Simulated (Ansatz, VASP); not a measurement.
# NaF in VASP and in Ansatz

```
Na F
1.0
     0.00000    2.27055    2.27055
     2.27055    0.00000    2.27055
     2.27055    2.27055    0.00000
Na F
1 1
Direct
  0.00000 0.00000 0.00000
  0.50000 0.50000 0.50000
```

Change from the starting cell: volume scaled by 0.98, PAW files.

Alike in both runs: task electric field gradients; functional LDA; k mesh 10 × 10 × 10; occupations fermi-dirac, width 0.03 eV; no spin polarisation.

|  | VASP | Ansatz |
| --- | --- | --- |
| version | VASP 6.6.1 | Ansatz 0.2.0 |
| potentials or method | VASP PAW LDA potentials, release 64 (Na_pv, F) | PAW with Ansatz's default frozen-core files, scalar-relativistic |
| plane-wave cutoff (eV) | 520 | 420 |
| valence electrons in the cell | 14 | 16 |

```csv
,VASP,Ansatz,Ansatz less VASP
gap on the k mesh at the Fermi level (eV),6.29,6.31,+0.022
pressure (GPa),-1.5,-1.5,+0.03
```

LDA's correlation is that of Perdew and Zunger in VASP and of Perdew and Wang (1992) in Ansatz. VASP's potentials hold 14 valence electrons a cell and Ansatz's 16, so a difference there can come from the potentials and not from the codes.
